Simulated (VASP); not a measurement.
Set up this calculation in VASP 6.6.1, as the native input.

```
Task                   : single point
Functional             : PBE
Potentials or basis    : VASP PAW PBE potentials, release 64 (Ga_d, As)
Cutoff                 : 520 eV
k mesh                 : 6 × 6 × 4
Occupations            : gaussian, width 0.1 eV
Spin                   : no spin polarisation
Dipole correction      : no
Further INCAR settings : ALGO = Fast; EDIFF = 1e-06; NBANDS = 40
```

The structure of Ga2As lies in POSCAR:

```
Ga2As
1.0
    3.9002025575     -0.0004604040      0.0012300201
    0.0004610882      3.7311734267     -0.0027876128
    0.0008356508      0.0029039342      8.3594954081
Ga As
4 2
Direct
   -0.0009914043      0.0008830517     -0.0610205035
    0.4990923454      0.5010252383      0.0609913826
    0.0004766357      0.4993010413      0.3665963231
    0.5003085239      0.9994829138      0.6333719051
    1.0002867366      0.4995436092      0.6870589301
    0.5008271627     -0.0002358544      0.3130019627
```

One way to write it, as run:

INCAR

```
SYSTEM = Ga2As
ALGO = Fast
EDIFF = 1E-6
ENCUT = 520
GGA = PE
ISIF = 2
ISMEAR = 0
LASPH = .TRUE.
LCHARG = .FALSE.
LREAL = .FALSE.
LWAVE = .FALSE.
NBANDS = 40
NELM = 80
PREC = Accurate
SIGMA = 0.1
```

KPOINTS

```
k-points
0
G
  6 6 4
  0 0 0
```

Potentials or basis: VASP PAW PBE potentials, release 64 (Ga_d, As).

Run with:

```sh
$ cat potpaw_PBE.64/Ga_d/POTCAR potpaw_PBE.64/As/POTCAR > POTCAR
$ mpirun -np 1 vasp_std > vasp.out
```

It gave:

```yaml
Pressure: 0.2 GPa
Largest_force: 0.009 eV/Å
Band_gap_on_the_k_mesh: zero (bands 31 and 32 overlap by 5.09 eV)
```

Run time: 2.7 min on 1 thread of Intel(R) Xeon(R) 6975P-C (Granite Rapids), with other jobs on the host, peak memory 0.42 GiB.
